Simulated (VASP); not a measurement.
A run of VASP 6.6.1:

The input INCAR:

```
PREC = Accurate
ENCUT = 450
EDIFF = 1E-7
ISMEAR = 0
SIGMA = 0.1
LREAL = F
LASPH = T
NELM = 120
ALGO = Normal
ISIF = 2
LWAVE = F
LCHARG = F
LDIPOL = T
IDIPOL = 3
DIPOL = 0.5 0.5 0.326
GGA = PE
IBRION = 2
NSW = 36
EDIFFG = -0.025
GGA_COMPAT = F
NELMIN = 4
NELMDL = -8
KPAR = 4
```

KPOINTS

```
Automatic mesh
0
Gamma
  6 6 1
```

Contents of POSCAR:

```
Rh12Cl
1.0
    5.4165863251      0.0000000000      0.0000000000
   -2.7082931626      4.6909013593      0.0000000000
    0.0000000000      0.0000000000     19.7966119230
Rh Cl
12 1
Selective dynamics
Direct
    0.3333333333      0.1666666667      0.2020547766  F F F
    0.3333333333      0.6666666667      0.2020547766  F F F
    0.8333333333      0.1666666667      0.2020547766  F F F
    0.8333333333      0.6666666667      0.2020547766  F F F
    0.1666666667      0.3333333333      0.3106031937  F F F
    0.1666666667      0.8333333333      0.3106031937  F F F
    0.6666666667      0.3333333333      0.3106031937  F F F
    0.6666666667      0.8333333333      0.3106031937  F F F
    0.0000000000      0.0000000000      0.4190925172  F F F
    0.0000000000      0.5000000000      0.4190925172  F F F
    0.5000000000      0.0000000000      0.4190925172  F F F
    0.5000000000      0.5000000000      0.4190925172  F F F
    0.3333333333      0.1666666667      0.5059632775  F F T
```

Potentials or basis: VASP PAW PBE potentials, release 64 (Rh_pv, Cl).

Launch:

```bash
$ cat potpaw_PBE.64/Rh_pv/POTCAR potpaw_PBE.64/Cl/POTCAR > POTCAR
$ mpirun -np 4 vasp_std > vasp.out
```

Hardware: 4 MPI ranks on Intel(R) Xeon(R) Platinum 8488C (Sapphire Rapids), on a shared host.

Question: Estimate the wall time of this run.

Answer: Run time: 12 min on 4 MPI ranks on Intel(R) Xeon(R) Platinum 8488C (Sapphire Rapids), on a shared host, peak memory 0.68 GiB a rank. Counts: scf iterations 92, k points 7, ion steps 4.
